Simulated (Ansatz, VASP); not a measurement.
**One calculation of C, two programs**

INCAR

```
PREC = Accurate ; ENCUT = 600
EDIFF = 1E-6 ; ISMEAR = 0
SIGMA = 0.1 ; LREAL = False
LASPH = True ; NELM = 120
ALGO = Normal ; ISIF = 2
LWAVE = False ; LCHARG = False
GGA = LIBXC ; LIBXC1 = GGA_X_PBE_R
LIBXC2 = LDA_C_PW ; NBANDS = 11
GGA_COMPAT = False
```

KPOINTS

```
Automatic mesh
0
Gamma
  13 13 13
```

Contents of POSCAR:

```
C
1.0
    0.0000000000      1.7833700000      1.7833700000
    1.7833700000      0.0000000000      1.7833700000
    1.7833700000      1.7833700000      0.0000000000
C
2
Direct
    0.7500000000      0.7500000000      0.7500000000
    0.5000000000      0.5000000000      0.5000000000
```

input.yaml

```yaml
crystal:
  lattice:
    - [0.0, 1.78337, 1.78337]
    - [1.78337, 0.0, 1.78337]
    - [1.78337, 1.78337, 0.0]
  atoms:
    - { symbol: C, position: [0.75, 0.75, 0.75] }
    - { symbol: C, position: [0.5, 0.5, 0.5] }
kpoints:
  mp_grid: { grid: [13, 13, 13] }
scf:
  occupations: { method: gaussian, width: 0.1 }
hamiltonian:
  xc: { exchange: revpbe, correlation: lda }
  pseudopotentials: { kind: all_electron, lapw: { basis_error: 0.0005 } }
output:
  forces: true
  stress: true
  eigenvalues: true
```

Alike in both runs: task single point; functional revpbe exchange, lda correlation; k mesh 13 × 13 × 13; occupations gaussian, width 0.1 eV; no spin polarisation.

|  | VASP | Ansatz |
| --- | --- | --- |
| version | VASP 6.6.1 | Ansatz 0.2.0 |
| potentials or method | VASP PAW PBE potentials, release 64 (C), cutoff 600 eV | all-electron LAPW, scalar-relativistic |

VASP gave:

- gap on the k mesh at the Fermi level (eV): 4.59
- least direct gap on the mesh (eV): 5.77
- pressure (GPa): 17.5

Estimate Ansatz's values.

gap on the k mesh at the Fermi level (eV): 4.60; least direct gap on the mesh (eV): 5.78; pressure (GPa): 17.9.

VASP's potentials were made for PBE, not for revpbe exchange, lda correlation. Ansatz ran all-electron here, and VASP with PAW potentials.
